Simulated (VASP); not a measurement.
# LiF (Fm-3m) in VASP: single point with HSE06

Aim: the single point of LiF with HSE06.

Everything below comes from runs of VASP 6.6.1. Logs are shortened: lines on timing, memory, paths and dates and some standing lists are left out, and cuts for length are marked.

### 1 The cell of the first run

The structure is cubic, space group Fm-3m (No. 225). The conventional cell has a = 4.067 Å, b = 4.067 Å, c = 4.067 Å, α = 90.00°, β = 90.00°, γ = 90.00°. Li (site symmetry m-3m) has 6 F at 2.03 Å within 2.7 Å. Within 2.7 Å of F (site symmetry m-3m) lie 6 Li at 2.03 Å.

### 2 Single point, HSE06

POSCAR

```
LiF
1.0
    0.0000000000      2.0336720977      2.0336720977
    2.0336720977      0.0000000000      2.0336720977
    2.0336720977      2.0336720977      0.0000000000
Li F
1 1
Direct
    0.0000000000      0.0000000000      0.0000000000
    0.5000000000      0.5000000000      0.5000000000
```

INCAR.step1

```
PREC = Accurate
ENCUT = 520
EDIFF = 1E-5
ISMEAR = 0
SIGMA = 0.02
LREAL = F
LASPH = T
NELM = 80
ALGO = Normal
ISIF = 2
LWAVE = T
LCHARG = F
NBANDS = 12
GGA = PE
```

INCAR.step2

```
PREC = Accurate
ENCUT = 520
EDIFF = 1E-7
ISMEAR = 0
SIGMA = 0.02
LREAL = F
LASPH = T
NELM = 80
ALGO = Normal
ISIF = 2
LWAVE = F
LCHARG = F
GGA = PE
LHFCALC = T
HFSCREEN = 0.2079
PRECFOCK = Normal
NBANDS = 12
ISTART = 1
```

KPOINTS

```
regular mesh
0
Gamma
  8 8 8
```

Potentials or basis: VASP PAW PBE potentials, release 64 (Li_sv, F).

Run with:

```
cat potpaw_PBE.64/Li_sv/POTCAR potpaw_PBE.64/F/POTCAR > POTCAR
cp INCAR.step1 INCAR
mpirun -np 1 vasp_std > vasp.out
cp INCAR.step2 INCAR
mpirun -np 1 vasp_std > vasp.out
```

OUTCAR:

```text
PREC = Accurate
   ENCUT = 520
   EDIFF = 1E-7
   ISMEAR = 0
   LREAL = F
   LASPH = T
   NELM = 80
   ISIF = 2
   GGA = PE
   LHFCALC = T
   HFSCREEN = 0.2079
   PRECFOCK = Normal
   ISTART = 1

 ion  position               nearest neighbor table
   1  0.000  0.000  0.000-   2 2.03   2 2.03   2 2.03   2 2.03   2 2.03   2 2.03
   2  0.500  0.500  0.500-   1 2.03   1 2.03   1 2.03   1 2.03   1 2.03   1 2.03

  LATTYP: Found a face centered cubic cell.
 ALAT       =     4.0673441954

  Lattice vectors:

 A1 = (   0.0000000000,   2.0336720977,   2.0336720977)
 A2 = (   2.0336720977,   0.0000000000,   2.0336720977)
 A3 = (   2.0336720977,   2.0336720977,   0.0000000000)

Analysis of symmetry for initial positions (statically):
=====================================================================
 Subroutine PRICEL returns:
 Original cell was already a primitive cell.

 Routine SETGRP: Setting up the symmetry group for a
 face centered cubic supercell.

 Subroutine GETGRP returns: Found 48 space group operations
 (whereof 48 operations were pure point group operations)
 out of a pool of 48 trial point group operations.

The static configuration has the point symmetry O_h .

Analysis of symmetry for dynamics (positions and initial velocities):
=====================================================================
 Subroutine PRICEL returns:
 Original cell was already a primitive cell.

 Routine SETGRP: Setting up the symmetry group for a
 face centered cubic supercell.

 Subroutine GETGRP returns: Found 48 space group operations
 (whereof 48 operations were pure point group operations)
 out of a pool of 48 trial point group operations.

The dynamic configuration has the point symmetry O_h .

 Subroutine INISYM returns: Found 48 space group operations
 (whereof 48 operations are pure point group operations),
 and found     1 'primitive' translations

----------------------------------------------------------------------------------------

                                     Primitive cell

  volume of cell :      16.8218

  direct lattice vectors                    reciprocal lattice vectors
     0.000000000  2.033672098  2.033672098    -0.245860678  0.245860678  0.245860678
     2.033672098  0.000000000  2.033672098     0.245860678 -0.245860678  0.245860678
     2.033672098  2.033672098  0.000000000     0.245860678  0.245860678 -0.245860678

  length of vectors
     2.876046662  2.876046662  2.876046662     0.425843185  0.425843185  0.425843185

  position of ions in fractional coordinates (direct lattice)
     0.000000000  0.000000000  0.000000000
     0.500000000  0.500000000  0.500000000

  ion indices of the primitive-cell ions
   primitive index   ion index
                 1           1
                 2           2

----------------------------------------------------------------------------------------

 KPOINTS: regular mesh

Automatic generation of k-mesh.
 Grid dimensions read from file:
 generate k-points for:    8    8    8

 Generating k-lattice:

  Cartesian coordinates                     Fractional coordinates (reciprocal lattice)
    -0.030732585  0.030732585  0.030732585     0.125000000  0.000000000  0.000000000
     0.030732585 -0.030732585  0.030732585     0.000000000  0.125000000  0.000000000
     0.030732585  0.030732585 -0.030732585     0.000000000  0.000000000  0.125000000

  Length of vectors
     0.053230398  0.053230398  0.053230398

  Shift w.r.t. Gamma in fractional coordinates (k-lattice)
     0.000000000  0.000000000  0.000000000

 Subroutine IBZKPT returns following result:
 ===========================================

 Found     29 irreducible k-points:

 Following reciprocal coordinates:
            Coordinates               Weight
  0.000000  0.000000  0.000000      1.000000
  0.125000  0.000000  0.000000      8.000000
  0.250000  0.000000  0.000000      8.000000
  0.375000  0.000000  0.000000      8.000000
  0.500000  0.000000  0.000000      4.000000
  0.125000  0.125000  0.000000      6.000000
[... 16 lines left out ...]
  0.500000  0.250000  0.125000     48.000000
 -0.375000  0.250000  0.125000     24.000000
 [... further k-points ...]
   k-points           NKPTS =     29   k-points in BZ     NKDIM =    512   number of bands    NBANDS=     12
   number of dos      NEDOS =    301   number of ions     NIONS =      2
   total plane-waves  NPLWV =  13824
   dimension x,y,z NGX =    24 NGY =   24 NGZ =   24
   dimension x,y,z NGXF=    48 NGYF=   48 NGZF=   48
   ions per type =               1   1
   NGX,Y,Z   is equivalent  to a cutoff of  13.87, 13.87, 13.87 a.u.
   NGXF,Y,Z  is equivalent  to a cutoff of  27.75, 27.75, 27.75 a.u.
 SYSTEM =  unknown system
   PREC   = accura    normal or accurate (medium, high low for compatibility)
   ISTART =      1    job   : 0-new  1-cont  2-samecut
   ICHARG =      0    charge: 1-file 2-atom 10-const
   ISPIN  =      1    spin polarized calculation?
   LNONCOLLINEAR =      F non collinear calculations
   LSORBIT =      F    spin-orbit coupling
   LASPH  =      T    aspherical Exc in radial PAW
   ENCUT  =  520.0 eV  38.22 Ry    6.18 a.u.   5.35  5.35  5.35*2*pi/ulx,y,z
   NELM   =     80;   NELMIN=  2; NELMDL=  0     # of ELM steps
   EDIFF  = 0.1E-06   stopping-criterion for ELM
   LREAL  =      F    real-space projection
   EDIFFG = 0.1E-05   stopping-criterion for IOM
   NSW    =      0    number of steps for IOM
   IBRION =     -1    ionic relax: 0-MD 1-quasi-New 2-CG
   NFREE  =      0    steps in history (QN), initial steepest desc. (CG)
   ISIF   =      2    stress and relaxation
   ISYM   =      3    0-nonsym 1-usesym 2-fastsym
   POTIM  = 0.5000    time-step for ionic-motion
   TEBEG  =    0.0;   TEEND  =   0.0 temperature during run
   PSTRESS=    0.0 pullay stress
   NELECT =      10.0000    total number of electrons
   NUPDOWN=      -1.0000    fix difference up-down
   EMIN   =  10.00;   EMAX   =-10.00  energy-range for DOS
   EFERMI =   0.00;   METHOD = LEGACY
   ISMEAR =     0;   SIGMA  =   0.02  broadening in eV -4-tet -1-fermi 0-gaus
   EFERMI_NEDOS =   21; number of points for ismear=-14 and -15
   IALGO  =     38    algorithm
   IMIX   =      1    mixing-type and parameters
     AMIX     =   0.40;   BMIX     =  1.00
     AMIX_MAG =   1.60;   BMIX_MAG =  1.00
  volume/ion in A,a.u.               =       8.41        56.76
  Fermi-wavevector in a.u.,A,eV,Ry     =   1.376524  2.601254 25.780582  1.894819
  Thomas-Fermi vector in A             =   2.501761
   LORBIT       =      0    0 simple, 1 ext, 2 COOP (PROOUT), +10 PAW based schemes
   GGA     = PE    functional components
   LHFCALC =     T    Hartree Fock is set to
   PRECFOCK=normal    Normal, Fast or Accurate (Low or Medium for compatibility)
   ENCUT4O =  -1.0   cutoff for four orbital integrals eV
   NKREDX  =     1    reduce k-point grid by
   NKREDY  =     1    reduce k-point grid by
   NKREDZ  =     1    reduce k-point grid by
   AEXX    =    0.2500 exact exchange contribution
   HFSCREEN=    0.2079 screening length (either q_TF or 0.3 A-1)
   HFSCREENC=   0.2079 screening length for correlation (either q_TF or 0.3 A-1)
   ENCUTFOCK=  -1.0 apply spherical cutoff to Coloumb kernel
   IVDW    =     0    specifies the selected vdW correction
   LEPSILON=     F    determine dielectric tensor
   LRPA    =     F    only Hartree local field effects (RPA)
 non-spin polarized calculation
 Gauss-broadening in eV      SIGMA  =   0.02
  energy-cutoff  :      520.00
  volume of cell :       16.82
 maximum number of plane-waves:       469
 NGX is ok and might be reduce to    24
  NGX = 18; NGY = 18; NGZ = 18

 number of electron       9.9999992 magnetization

 Free energy of the ion-electron system (eV)
  ---------------------------------------------------
  ext. energy  EPLUGINS =         0.00000000
  ---------------------------------------------------
  free energy    TOTEN  =       -11.38252441 eV

  energy without entropy =      -11.38252441  energy(sigma->0) =      -11.38252441

 E-fermi :  -2.7517     XC(G=0):  -8.0542

 val. band max:       -2.8958469371   @ k =   0.0000   0.0000   0.0000
 cond. band min:       8.2162634672   @ k =   0.0000   0.0000   0.0000
 fundamental gap:     11.1121104043
 Fermi energy:        -2.7516809155

 k-point     1 :       0.0000    0.0000    0.0000
  band No.  band energies     occupation
      1     -45.9450      2.00000
      2     -24.3902      2.00000
      3      -2.8958      2.00000
      4      -2.8958      2.00000
      5      -2.8958      2.00000
      6       8.2163      0.00000
      7      23.3092      0.00000
      8      23.3092      0.00000
      9      23.3092      0.00000
     10      23.6248      0.00000
     11      23.6248      0.00000
     12      23.6248      0.00000

 k-point     2 :       0.1250    0.0000    0.0000
  band No.  band energies     occupation
      1     -45.9374      2.00000
      2     -24.3302      2.00000
      3      -3.3324      2.00000
      4      -2.9323      2.00000
      5      -2.9323      2.00000
      6       8.6719      0.00000
      7      19.9094      0.00000
      8      21.6768      0.00000
      9      21.6769      0.00000
     10      24.8764      0.00000
     11      24.9765      0.00000
     12      24.9765      0.00000

 k-point     3 :       0.2500    0.0000    0.0000
  band No.  band energies     occupation
      1     -45.9189      2.00000
      2     -24.1809      2.00000
      3      -4.2820      2.00000
      4      -3.0179      2.00000
      5      -3.0179      2.00000
      6       9.5431      0.00000
      7      17.2810      0.00000
      8      19.8993      0.00000
      9      19.8993      0.00000
     10      26.2551      0.00000
     11      26.8352      0.00000
     12      26.8352      0.00000
[... 286 lines left out ...]
 k-point    23 :       0.5000    0.2500    0.1250
  band No.  band energies     occupation
      1     -45.8909      2.00000
      2     -23.9058      2.00000
      3      -5.0361      2.00000
      4      -4.0034      2.00000
      5      -3.3170      2.00000
      6      11.5706      0.00000
      7      15.3121      0.00000
      8      18.4222      0.00000
      9      18.8782      0.00000
     10      25.0098      0.00000
     11      29.6182      0.00000
     12      32.2581      0.00000

 k-point    24 :      -0.3750    0.2500    0.1250
  band No.  band energies     occupation
      1     -45.8849      2.00000
      2     -23.8454      2.00000
      3      -5.2496      2.00000
      4      -4.1138      2.00000
      5      -3.3879      2.00000
      6      11.8023      0.00000
      7      15.1115      0.00000
      8      18.3325      0.00000
      9      18.5164      0.00000
     10      26.8831      0.00000
     11      27.9918      0.00000
     12      33.5357      0.00000

 [... further k-points ...]

------------------------ aborting loop because EDIFF is reached ----------------------------------------

  FORCE on cell =-STRESS in cart. coord.  units (eV):
  Direction    XX          YY          ZZ          XY          YZ          ZX
  --------------------------------------------------------------------------------------
  -------------------------------------------------------------------------------------
  Total       -0.3119028     -0.3119028     -0.3119028      0.0000000     -0.0000000     -0.0000000
  in kB      -29.7068787    -29.7068787    -29.7068787      0.0000000     -0.0000000     -0.0000000
  external PRESSURE =     -29.7068787 kB  Pullay stress =       0.0000000 kB

 VOLUME and BASIS-vectors are now :
 -----------------------------------------------------------------------------
  energy-cutoff  :      520.00
  volume of cell :       16.82
      direct lattice vectors                 reciprocal lattice vectors
     0.000000000  2.033672098  2.033672098    -0.245860678  0.245860678  0.245860678
     2.033672098  0.000000000  2.033672098     0.245860678 -0.245860678  0.245860678
     2.033672098  2.033672098  0.000000000     0.245860678  0.245860678 -0.245860678

 POSITION                                       TOTAL-FORCE (eV/Angst)
 -----------------------------------------------------------------------------------
      0.00000      0.00000      0.00000        -0.000000     -0.000000     -0.000000
      2.03367      2.03367      2.03367         0.000000      0.000000      0.000000
 -----------------------------------------------------------------------------------
    total drift:                               -0.000000     -0.000000     -0.000000

  FREE ENERGIE OF THE ION-ELECTRON SYSTEM (eV)
  ---------------------------------------------------
  free  energy   TOTEN  =       -11.3825244092 eV

  energy  without entropy=      -11.3825244092  energy(sigma->0) =      -11.38252441
```

Run time: 31 min. Hardware: 1 thread of AMD EPYC 7R13 (Zen 3), shared host; peak memory 0.21 GiB.

Results:

```yaml
Free_energy: -11.3825 eV
Band_gap_on_the_k_mesh: 11.11 eV
```

Caveat: the cutoff is under 1.25 times the usual one of these potentials, so pressure, stress and relaxed cells hold a basis-set (Pulay) error; the PAW data sets were made with another functional, which shifts forces and pressure a little. A k mesh can miss the band edges.
